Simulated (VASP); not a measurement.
# InAs (P-6m2) in VASP: single point with PBEsol-based global hybrid with 25 % exact exchange

Aim: the single point of InAs with PBEsol-based global hybrid with 25 % exact exchange.

Program: VASP 6.6.1. These are calculated values, not measurements. Logs are shortened: lines on timing, memory, paths and dates and some standing lists are left out, and cuts for length are marked.

## 1. The cell of the first run

Symmetry: P-6m2, No. 187, hexagonal system. Conventional cell: a = 4.731 Å, b = 4.731 Å, c = 2.911 Å, α = 90.00°, β = 90.00°, γ = 120.00°. Within 3.6 Å of In (site symmetry -6m2) lie 3 As at 2.73 Å and 2 In at 2.91 Å. As (site symmetry -6m2) has 3 In at 2.73 Å and 2 As at 2.91 Å within 3.6 Å.

## 2. Single point, PBEsol-based global hybrid with 25 % exact exchange

POSCAR reads:

```
InAs
1.0
    4.7312200000      0.0000000000      0.0000000000
   -2.3656100000      4.0973600000      0.0000000000
    0.0000000000      0.0000000000      2.9108900000
In As
1 1
Direct
    0.0000000000      0.0000000000      0.0000000000
    0.6666700000      0.3333300000      0.0000000000
```

INCAR.step1 reads:

```
  PREC = Accurate
  ENCUT = 520
  EDIFF = 1E-5
  ISMEAR = -1
  SIGMA = 0.05
  LREAL = False
  LASPH = True
  NELM = 100
  ALGO = Normal
  ISIF = 2
  LWAVE = True
  LCHARG = False
  GGA = PE
  NBANDS = 16
```

INCAR.step2 reads:

```
  PREC = Accurate
  ENCUT = 520
  EDIFF = 1E-7
  ISMEAR = -1
  SIGMA = 0.05
  LREAL = False
  LASPH = True
  NELM = 100
  ALGO = Normal
  ISIF = 2
  LWAVE = False
  LCHARG = False
  GGA = PS
  LHFCALC = True
  AEXX = 0.25
  PRECFOCK = Normal
  ISTART = 1
  NBANDS = 16
```

KPOINTS reads:

```
regular mesh
0
Gamma
  4 4 5
```

Potentials or basis: VASP PAW PBE potentials, release 64 (In_d, As).

The run is started by

```sh
$ cat potpaw_PBE.64/In_d/POTCAR potpaw_PBE.64/As/POTCAR > POTCAR
$ cp INCAR.step1 INCAR
$ mpirun -np 1 vasp_std > vasp.out
$ cp INCAR.step2 INCAR
$ mpirun -np 1 vasp_std > vasp.out
```

OUTCAR:

```text
PREC = Accurate
   ENCUT = 520
   EDIFF = 1E-7
   ISMEAR = -1
   LREAL = False
   LASPH = True
   NELM = 100
   ISIF = 2
   GGA = PS
   LHFCALC = True
   AEXX = 0.25
   PRECFOCK = Normal
   ISTART = 1

 ion  position               nearest neighbor table
   1  0.000  0.000  0.000-   2 2.73   2 2.73   2 2.73
   2  0.667  0.333  0.000-   1 2.73   1 2.73   1 2.73

  LATTYP: Found a hexagonal cell.
 ALAT       =     4.7312200000
 C/A-ratio  =     0.6152514573

  Lattice vectors:

 A1 = (   4.7312200000,   0.0000000000,   0.0000000000)
 A2 = (  -2.3656100000,   4.0973600000,   0.0000000000)
 A3 = (   0.0000000000,   0.0000000000,   2.9108900000)

Analysis of symmetry for initial positions (statically):
=====================================================================
 Subroutine PRICEL returns:
 Original cell was already a primitive cell.

 Routine SETGRP: Setting up the symmetry group for a
 hexagonal supercell.

 Subroutine GETGRP returns: Found  4 space group operations
 (whereof  4 operations were pure point group operations)
 out of a pool of 24 trial point group operations.

The static configuration has the point symmetry C_2v.

Analysis of symmetry for dynamics (positions and initial velocities):
=====================================================================
 Subroutine PRICEL returns:
 Original cell was already a primitive cell.

 Routine SETGRP: Setting up the symmetry group for a
 hexagonal supercell.

 Subroutine GETGRP returns: Found  4 space group operations
 (whereof  4 operations were pure point group operations)
 out of a pool of 24 trial point group operations.

The dynamic configuration has the point symmetry C_2v.

 Subroutine INISYM returns: Found  4 space group operations
 (whereof  4 operations are pure point group operations),
 and found     1 'primitive' translations

----------------------------------------------------------------------------------------

                                     Primitive cell

  volume of cell :      56.4291

  direct lattice vectors                    reciprocal lattice vectors
     4.731220000  0.000000000  0.000000000     0.211361974  0.122029795  0.000000000
    -2.365610000  4.097360000  0.000000000     0.000000000  0.244059590  0.000000000
     0.000000000  0.000000000  2.910890000     0.000000000  0.000000000  0.343537544

  length of vectors
     4.731220000  4.731222848  2.910890000     0.244059737  0.244059590  0.343537544

  position of ions in fractional coordinates (direct lattice)
     0.000000000  0.000000000  0.000000000
     0.666670000  0.333330000  0.000000000

  ion indices of the primitive-cell ions
   primitive index   ion index
                 1           1
                 2           2

----------------------------------------------------------------------------------------

 KPOINTS: regular mesh

Automatic generation of k-mesh.
 Grid dimensions read from file:
 generate k-points for:    4    4    5

 Generating k-lattice:

  Cartesian coordinates                     Fractional coordinates (reciprocal lattice)
     0.052840494  0.030507449  0.000000000     0.250000000  0.000000000  0.000000000
     0.000000000  0.061014897  0.000000000     0.000000000  0.250000000  0.000000000
     0.000000000  0.000000000  0.068707509     0.000000000  0.000000000  0.200000000

  Length of vectors
     0.061014934  0.061014897  0.068707509

  Shift w.r.t. Gamma in fractional coordinates (k-lattice)
     0.000000000  0.000000000  0.000000000

 Subroutine IBZKPT returns following result:
 ===========================================

 Found     21 irreducible k-points:

 Following reciprocal coordinates:
            Coordinates               Weight
  0.000000  0.000000  0.000000      1.000000
  0.250000 -0.000000  0.000000      4.000000
 -0.250000  0.250000  0.000000      2.000000
  0.500000 -0.000000  0.000000      2.000000
  0.500000  0.500000  0.000000      1.000000
  0.250000  0.250000  0.000000      2.000000
[... 13 lines left out ...]
  0.250000  0.250000  0.400000      4.000000
 -0.250000  0.500000  0.400000      8.000000
   k-points           NKPTS =     21   k-points in BZ     NKDIM =     80   number of bands    NBANDS=     16
   number of dos      NEDOS =    301   number of ions     NIONS =      2
   total plane-waves  NPLWV =  31104
   dimension x,y,z NGX =    36 NGY =   36 NGZ =   24
   dimension x,y,z NGXF=    72 NGYF=   72 NGZF=   48
   ions per type =               1   1
   NGX,Y,Z   is equivalent  to a cutoff of  12.65, 12.65, 13.71 a.u.
   NGXF,Y,Z  is equivalent  to a cutoff of  25.30, 25.30, 27.41 a.u.
 SYSTEM =  unknown system
   PREC   = accura    normal or accurate (medium, high low for compatibility)
   ISTART =      1    job   : 0-new  1-cont  2-samecut
   ICHARG =      0    charge: 1-file 2-atom 10-const
   ISPIN  =      1    spin polarized calculation?
   LNONCOLLINEAR =      F non collinear calculations
   LSORBIT =      F    spin-orbit coupling
   LASPH  =      T    aspherical Exc in radial PAW
   ENCUT  =  520.0 eV  38.22 Ry    6.18 a.u.   8.80  8.80  5.41*2*pi/ulx,y,z
   NELM   =    100;   NELMIN=  2; NELMDL=  0     # of ELM steps
   EDIFF  = 0.1E-06   stopping-criterion for ELM
   LREAL  =      F    real-space projection
   EDIFFG = 0.1E-05   stopping-criterion for IOM
   NSW    =      0    number of steps for IOM
   IBRION =     -1    ionic relax: 0-MD 1-quasi-New 2-CG
   NFREE  =      0    steps in history (QN), initial steepest desc. (CG)
   ISIF   =      2    stress and relaxation
   ISYM   =      3    0-nonsym 1-usesym 2-fastsym
   POTIM  = 0.5000    time-step for ionic-motion
   TEBEG  =    0.0;   TEEND  =   0.0 temperature during run
   PSTRESS=    0.0 pullay stress
   NELECT =      18.0000    total number of electrons
   NUPDOWN=      -1.0000    fix difference up-down
   EMIN   =  10.00;   EMAX   =-10.00  energy-range for DOS
   EFERMI =   0.00;   METHOD = LEGACY
   ISMEAR =    -1;   SIGMA  =   0.05  broadening in eV -4-tet -1-fermi 0-gaus
   EFERMI_NEDOS =   21; number of points for ismear=-14 and -15
   IALGO  =     38    algorithm
   IMIX   =      1    mixing-type and parameters
     AMIX     =   0.40;   BMIX     =  1.00
     AMIX_MAG =   1.60;   BMIX_MAG =  1.00
  volume/ion in A,a.u.               =      28.21       190.40
  Fermi-wavevector in a.u.,A,eV,Ry     =   1.118574  2.113798 17.023710  1.251207
  Thomas-Fermi vector in A             =   2.255206
   LORBIT       =      0    0 simple, 1 ext, 2 COOP (PROOUT), +10 PAW based schemes
   GGA     = PS    functional components
   LHFCALC =     T    Hartree Fock is set to
   PRECFOCK=normal    Normal, Fast or Accurate (Low or Medium for compatibility)
   ENCUT4O =  -1.0   cutoff for four orbital integrals eV
   NKREDX  =     1    reduce k-point grid by
   NKREDY  =     1    reduce k-point grid by
   NKREDZ  =     1    reduce k-point grid by
   AEXX    =    0.2500 exact exchange contribution
   HFSCREEN=    0.0000 screening length (either q_TF or 0.3 A-1)
   HFSCREENC=   0.0000 screening length for correlation (either q_TF or 0.3 A-1)
   ENCUTFOCK=  -1.0 apply spherical cutoff to Coloumb kernel
   IVDW    =     0    specifies the selected vdW correction
   LEPSILON=     F    determine dielectric tensor
   LRPA    =     F    only Hartree local field effects (RPA)
 non-spin polarized calculation
  energy-cutoff  :      520.00
  volume of cell :       56.43
 maximum number of plane-waves:      1541
  NGX = 28; NGY = 28; NGZ = 18

 number of electron      17.9999995 magnetization

 Free energy of the ion-electron system (eV)
  ---------------------------------------------------
  ext. energy  EPLUGINS =         0.00000000
  ---------------------------------------------------
  free energy    TOTEN  =        -9.43996430 eV

  energy without entropy =       -9.43623445  energy(sigma->0) =       -9.43809937

 E-fermi :   4.4010     XC(G=0):  -7.3506

 val. band max:        4.3994200191   @ k =   0.2500   0.2500   0.4000
 cond. band min:       5.0019556684   @ k =   0.0000   0.0000   0.2000
 fundamental gap:      0.6025356493
 Fermi energy:         4.4010206763

 k-point     1 :       0.0000    0.0000    0.0000
  band No.  band energies     occupation
      1     -12.8388      2.00000
      2     -12.3786      2.00000
      3     -12.3784      2.00000
      4     -12.0827      2.00000
      5     -12.0822      2.00000
      6      -9.9836      2.00000
[... 8 lines left out ...]
     15      18.6710      0.00000
     16      20.0530      0.00000

 k-point     2 :       0.2500   -0.0000    0.0000
  band No.  band energies     occupation
      1     -12.8220      2.00000
      2     -12.4283      2.00000
      3     -12.3589      2.00000
      4     -12.0844      2.00000
      5     -12.0827      2.00000
      6      -9.6233      2.00000
[... 8 lines left out ...]
     15      16.9317      0.00000
     16      17.5492      0.00000

 k-point     3 :      -0.2500    0.2500    0.0000
  band No.  band energies     occupation
      1     -12.8221      2.00000
      2     -12.4280      2.00000
      3     -12.3591      2.00000
      4     -12.0840      2.00000
      5     -12.0831      2.00000
      6      -9.6235      2.00000
[... 8 lines left out ...]
     15      16.9334      0.00000
     16      17.5497      0.00000

 k-point     4 :       0.5000   -0.0000    0.0000
  band No.  band energies     occupation
      1     -12.8036      2.00000
      2     -12.4763      2.00000
      3     -12.3395      2.00000
      4     -12.0861      2.00000
      5     -12.0830      2.00000
      6      -9.1702      2.00000
[... 8 lines left out ...]
     15      15.3723      0.00000
     16      16.7564      0.00000

 k-point     5 :       0.5000    0.5000    0.0000
  band No.  band energies     occupation
      1     -12.8037      2.00000
      2     -12.4760      2.00000
      3     -12.3396      2.00000
      4     -12.0857      2.00000
      5     -12.0834      2.00000
      6      -9.1708      2.00000
[... 8 lines left out ...]
     15      15.3722      0.00000
     16      16.7567      0.00000

 k-point     6 :       0.2500    0.2500    0.0000
  band No.  band energies     occupation
      1     -12.8027      2.00000
      2     -12.4747      2.00000
      3     -12.3420      2.00000
      4     -12.0855      2.00000
      5     -12.0835      2.00000
      6      -9.1766      2.00000
[... 8 lines left out ...]
     15      16.5393      0.00000
     16      16.8210      0.00000
[... 210 lines left out ...]
 k-point    18 :       0.5000   -0.0000    0.4000
  band No.  band energies     occupation
      1     -12.4391      2.00000
      2     -12.4220      2.00000
      3     -12.3675      2.00000
      4     -12.2938      2.00000
      5     -12.0266      2.00000
      6      -6.9324      2.00000
[... 8 lines left out ...]
     15      14.0934      0.00000
     16      15.4337      0.00000

 k-point    19 :       0.5000    0.5000    0.4000
  band No.  band energies     occupation
      1     -12.4387      2.00000
      2     -12.4223      2.00000
      3     -12.3674      2.00000
      4     -12.2939      2.00000
      5     -12.0266      2.00000
      6      -6.9322      2.00000
[... 8 lines left out ...]
     15      14.0935      0.00000
     16      15.4367      0.00000

 k-point    20 :       0.2500    0.2500    0.4000
  band No.  band energies     occupation
      1     -12.4373      2.00000
      2     -12.4242      2.00000
      3     -12.3641      2.00000
      4     -12.2955      2.00000
      5     -12.0284      2.00000
      6      -6.9359      2.00000
[... 8 lines left out ...]
     15      14.3941      0.00000
     16      15.2309      0.00000

 k-point    21 :      -0.2500    0.5000    0.4000
  band No.  band energies     occupation
      1     -12.4369      2.00000
      2     -12.4244      2.00000
      3     -12.3640      2.00000
      4     -12.2956      2.00000
      5     -12.0285      2.00000
      6      -6.9355      2.00000
[... 8 lines left out ...]
     15      14.3955      0.00000
     16      15.2317      0.00000

------------------------ aborting loop because EDIFF is reached ----------------------------------------

  FORCE on cell =-STRESS in cart. coord.  units (eV):
  Direction    XX          YY          ZZ          XY          YZ          ZX
  --------------------------------------------------------------------------------------
  -------------------------------------------------------------------------------------
  Total       -0.0487438      0.0028629     -1.9300181      0.0446927      0.0000000      0.0000000
  in kB       -1.3839700      0.0812855    -54.7985288      1.2689493      0.0000000      0.0000000
  external PRESSURE =     -18.7004044 kB  Pullay stress =       0.0000000 kB

 VOLUME and BASIS-vectors are now :
 -----------------------------------------------------------------------------
  energy-cutoff  :      520.00
  volume of cell :       56.43
      direct lattice vectors                 reciprocal lattice vectors
     4.731220000  0.000000000  0.000000000     0.211361974  0.122029795  0.000000000
    -2.365610000  4.097360000  0.000000000     0.000000000  0.244059590  0.000000000
     0.000000000  0.000000000  2.910890000     0.000000000  0.000000000  0.343537544

 POSITION                                       TOTAL-FORCE (eV/Angst)
 -----------------------------------------------------------------------------------
      0.00000      0.00000      0.00000        -0.036703      0.021191      0.000000
      2.36563      1.36577      0.00000         0.036703     -0.021191      0.000000
 -----------------------------------------------------------------------------------
    total drift:                               -0.000083      0.000024     -0.000000

  FREE ENERGIE OF THE ION-ELECTRON SYSTEM (eV)
  ---------------------------------------------------
  free  energy   TOTEN  =        -9.4399643006 eV

  energy  without entropy=       -9.4362344464  energy(sigma->0) =       -9.43809937
```

Run time: 56 min. Hardware: 1 thread of Oxide Virtual Turin-like, shared host; peak memory 0.17 GiB.

Results:

```
Free energy            : -9.4400 eV
Pressure               : -1.9 GPa
Largest force          : 0.042 eV/Å
Band gap on the k mesh : zero (bands 9 and 10 overlap by 2.40 eV)
```

Forces on the atoms (eV/Å):
```
In  -0.037  0.021  0.000
As   0.037 -0.021  0.000
```

Stress tensor (GPa, compression positive):
```
-0.14  0.13  0.00
 0.13  0.01  0.00
 0.00  0.00 -5.48
```

Caveat: the k points lie up to 0.43 Å⁻¹ apart, too coarse for converged energies and pressures of a metal; the PAW data sets were made with another functional, which shifts forces and pressure a little; spin-orbit coupling is left out, which moves the levels of the heavy elements.

The gap in the log of VASP goes by the Fermi energy; the results here count the filled bands.